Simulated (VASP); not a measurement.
PbS:

```
CELL_PARAMETERS angstrom
0.00000 2.86774 2.86774
2.86774 0.00000 2.86774
2.86774 2.86774 0.00000
ATOMIC_POSITIONS crystal
Pb 0.00000 0.00000 0.00000
S 0.50000 0.50000 0.50000
```

This cell differs from its parent crystal: strain -4.0%.

Base run:

```yaml
Program: VASP 6.6.1
Functional: r2SCAN
Potentials_or_basis: VASP PAW PBE potentials, release 64 (Pb_d, S)
Cutoff: 520 eV
k_mesh: 8 × 8 × 8
Occupations: fermi-dirac, width 0.02 eV
Spin: no spin polarisation
```

Its results: band gap on the k mesh 0.17 eV, direct; pressure 9.2 GPa.

Q: The run is repeated on the same cell with these changes: functional from r2SCAN to PBE. What comes out?

A: Band gap on the k mesh 0.06 eV, direct; pressure 9.7 GPa.

r2SCAN gives the wider gap, since meta-GGAs in the generalised Kohn-Sham scheme recover part of the derivative discontinuity.

Caveats: spin-orbit coupling is left out, which moves the levels of the heavy elements; the PAW data sets were made with another functional, which shifts forces and pressure a little (some runs).

A k mesh can miss the band edges.
